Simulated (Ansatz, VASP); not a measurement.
C: VASP beside Ansatz

Contents of INCAR:

```
  ALGO = Normal
  EDIFF = 1E-7
  ENCUT = 520
  GGA = CA
  ISIF = 2
  ISMEAR = 0
  LASPH = True
  LCHARG = True
  LELF = True
  LREAL = False
  LVHAR = True
  LWAVE = False
  NBANDS = 26
  NELM = 80
  PREC = Accurate
  SIGMA = 0.03
```

KPOINTS

```
k-points
0
Gamma
  15 15 3
```

POSCAR

```
C
1.0
   -1.2226660053     -2.1164534110      0.0000000000
    1.2226660053     -2.1164534110      0.0000000000
    0.0000000000     -1.4109689407     13.4515291704
C
8
Direct
    0.2916297670      0.2916297670      0.1250000000
    0.7082964337      0.7082964337      0.3750000000
    0.1249631004      0.1249631004      0.6250000000
    0.5416297670      0.5416297670      0.8750000000
    0.6250368996      0.6250368996      0.1250000000
    0.0417035663      0.0417035663      0.3750000000
    0.4583702330      0.4583702330      0.6250000000
   -0.1249631004     -0.1249631004      0.8750000000
```

Input for Ansatz:

```yaml
crystal:
  lattice:
    - [-1.2226660053, -2.116453411, 0.0]
    - [1.2226660053, -2.116453411, 0.0]
    - [0.0, -1.4109689407, 13.4515291704]
  atoms:
    - { symbol: C, position: [0.291629767, 0.291629767, 0.125] }
    - { symbol: C, position: [0.7082964337, 0.7082964337, 0.375] }
    - { symbol: C, position: [0.1249631004, 0.1249631004, 0.625] }
    - { symbol: C, position: [0.541629767, 0.541629767, 0.875] }
    - { symbol: C, position: [0.6250368996, 0.6250368996, 0.125] }
    - { symbol: C, position: [0.0417035663, 0.0417035663, 0.375] }
    - { symbol: C, position: [0.458370233, 0.458370233, 0.625] }
    - { symbol: C, position: [-0.1249631004, -0.1249631004, 0.875] }
basis:
  ecutwfc: 520.0
kpoints:
  mp_grid: { grid: [15, 15, 3] }
hamiltonian:
  xc: lda
  pseudopotentials: { kind: paw, azcp: { folder: soft_1 } }
scf:
  occupations: { method: gaussian, width: 0.03 }
output:
  forces: true
  stress: true
  eigenvalues: true
```

Alike in both runs: task single point; functional LDA; k mesh 15 × 15 × 3; occupations gaussian, width 0.03 eV; no spin polarisation.

```csv
,VASP,Ansatz
version,VASP 6.6.1,Ansatz 0.2.0
potentials or method,"VASP PAW LDA potentials, release 64 (C), cutoff 520 eV","scalar-relativistic, plane waves, PAW"
valence electrons in the cell,32,32
```

```csv
,VASP,Ansatz,Ansatz less VASP
gap on the k mesh at the Fermi level (eV),0.13,0.13,0.000
least direct gap on the mesh (eV),0.13,0.13,0.000
pressure (GPa),0.9,0.0,-0.90
"traceless stress, the component that is largest in VASP (GPa)",-0.93,0.09,+1.021
rms of the force components (eV/Å),0.008,0.008,0.0000
```

Ansatz warns that its potentials were made for another functional, while VASP's fit it. LDA's correlation is that of Perdew and Zunger in VASP and of Perdew and Wang (1992) in Ansatz. Atom by atom the forces differ by 0.000 eV/Å (rms over components).
